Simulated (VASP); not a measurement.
A run of VASP 6.6.1 is set up as follows.

The input INCAR:

```
SYSTEM = RbO4
PREC     = Accurate       ! precision mode
ENCUT    = 520            ! plane-wave cutoff, eV
EDIFF    = 1E-6           ! SCF threshold, eV
ISMEAR   = 0              ! smearing method
SIGMA    = 0.1            ! smearing width, eV
LREAL    = .False.        ! projectors in reciprocal space
LASPH    = .True.         ! aspherical terms in the spheres
NELM     = 100            ! most SCF steps
ALGO     = Normal         ! electronic algorithm
ISIF     = 2              ! what is computed and relaxed
LWAVE    = .False.        ! write WAVECAR
LCHARG   = .True.         ! write CHGCAR
GGA      = PE             ! functional
LELF     = .True.         ! ELF
LVHAR    = .True.       
NBANDS   = 24             ! bands
```

KPOINTS

```
regular mesh
0
Gamma
  4 4 4
  0 0 0
```

File POSCAR:

```
RbO4
1.0
    4.6257216400      0.0000000000      0.0000000000
    0.0000000000      4.6257216400      0.0000000000
    0.0000000000      0.0000000000      6.5417582800
Rb O
1 4
Direct
    0.0000000000      0.0000000000      0.0000000000
    0.5000000000      0.0000000000      0.2500000000
    0.0000000000      0.5000000000      0.7500000000
    0.5000000000      0.0000000000      0.7500000000
    0.0000000000      0.5000000000      0.2500000000
```

Potentials or basis: VASP PAW PBE potentials, release 64 (Rb_sv, O).

Launch:

```bash
$ cat potpaw_PBE.64/Rb_sv/POTCAR potpaw_PBE.64/O/POTCAR > POTCAR
$ mpirun -np 1 vasp_std > vasp.out
```

(1) What does it give for the largest force?

(2) Predict the pressure.

Results:

(1) 0.158 eV/Å.

(2) -2.8 GPa.

Caveat: an odd number of electrons without spin polarisation forces a metal; a magnetic or distorted state may lie lower.
